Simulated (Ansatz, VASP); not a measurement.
One calculation of EuS, two programs

The input POSCAR:

```
EuS
1.0
    0.0000000000      2.9382450654      2.9382450654
    2.9382450654      0.0000000000      2.9382450654
    2.9382450654      2.9382450654      0.0000000000
Eu S
1 1
Direct
    0.0000000000      0.0000000000      0.0000000000
    0.5000000000      0.5000000000      0.5000000000
```

File INCAR.step1:

```
SYSTEM = EuS
ALGO     = Normal         ! electronic algorithm
EDIFF    = 1E-5           ! SCF threshold, eV
ENCUT    = 520            ! plane-wave cutoff, eV
GGA      = PE             ! functional
GGA_COMPAT= .FALSE.      
ISIF     = 2              ! what is computed and relaxed
ISMEAR   = -1             ! smearing method
ISPIN    = 2              ! spin polarisation
LASPH    = .TRUE.         ! aspherical terms in the spheres
LCHARG   = .FALSE.        ! write CHGCAR
LMAXMIX  = 6              ! l up to which the mixer works
LORBIT   = 11             ! projections on sites
LREAL    = .FALSE.        ! projectors in reciprocal space
LWAVE    = .TRUE.         ! write WAVECAR
MAGMOM   = 7 0            ! initial moments
NBANDS   = 22             ! bands
NELM     = 200            ! most SCF steps
PREC     = Accurate       ! precision mode
SIGMA    = 0.05           ! smearing width, eV
```

The input INCAR.step2:

```
SYSTEM = EuS
AEXX     = 1.0            ! exact-exchange fraction
AGGAC    = 0.0          
ALDAC    = 0.0          
ALGO     = Normal         ! electronic algorithm
EDIFF    = 1E-6           ! SCF threshold, eV
ENCUT    = 520            ! plane-wave cutoff, eV
GGA      = PE             ! functional
GGA_COMPAT= .FALSE.      
ISIF     = 2              ! what is computed and relaxed
ISMEAR   = -1             ! smearing method
ISPIN    = 2              ! spin polarisation
ISTART   = 1            
LASPH    = .TRUE.         ! aspherical terms in the spheres
LCHARG   = .FALSE.        ! write CHGCAR
LHFCALC  = .TRUE.         ! exact exchange
LMAXMIX  = 6              ! l up to which the mixer works
LORBIT   = 11             ! projections on sites
LREAL    = .FALSE.        ! projectors in reciprocal space
LWAVE    = .FALSE.        ! write WAVECAR
MAGMOM   = 7 0            ! initial moments
NBANDS   = 22             ! bands
NELM     = 200            ! most SCF steps
PREC     = Accurate       ! precision mode
PRECFOCK = Normal       
SIGMA    = 0.05           ! smearing width, eV
```

The input KPOINTS:

```
k-points
0
G
  4 4 4
  0 0 0
```

Contents of input.yaml:

```yaml
crystal:
  lattice:
    - [0.0, 2.9382450654, 2.9382450654]
    - [2.9382450654, 0.0, 2.9382450654]
    - [2.9382450654, 2.9382450654, 0.0]
  atoms:
    - { symbol: Eu, position: [0.0, 0.0, 0.0], spin: 7.0 }
    - { symbol: S, position: [0.5, 0.5, 0.5] }
hamiltonian:
  xc: hf
  pseudopotentials: { kind: paw }
magnetization:
  spin_polarized: true
kpoints:
  mp_grid: { grid: [4, 4, 4] }
scf:
  occupations: { method: fermi_dirac, width: 0.05 }
output:
  forces: true
  stress: true
  eigenvalues: true
```

Alike in both runs: task single point; functional HF; k mesh 4 × 4 × 4; occupations fermi-dirac, width 0.05 eV; collinear spin.

```csv
,VASP,Ansatz
version,VASP 6.6.1,Ansatz 0.2.0
potentials or method,"VASP PAW PBE potentials, release 64 (Eu, S)",Ansatz PAW
plane-wave cutoff (eV),520,420
valence electrons in the cell,23,23
```

|  | VASP | Ansatz | Ansatz less VASP |
| --- | --- | --- | --- |
| gap on the k mesh at the Fermi level (eV) | 8.35 | 8.36 | +0.009 |
| least direct gap on the mesh (eV) | 9.15 | 9.17 | +0.021 |
| pressure (GPa) | 12.5 | 13.0 | +0.45 |
| net moment per atom (μB) | 3.50 | 3.50 | -0.001 |
| size of the moment on the site where the two differ most (μB) | 6.81 | 6.98 | +0.171 |

VASP's potentials were made for PBE, not for HF. Site moments also hang on the region over which each program counts them. With one functional, cell and mesh, what is left measures potentials, basis and numerics.

The k mesh is coarse, so the values compare programs but aren't converged. Neither program's run includes spin-orbit coupling. Noted on Ansatz's run: the magnetic or orbital state may not be the lowest.
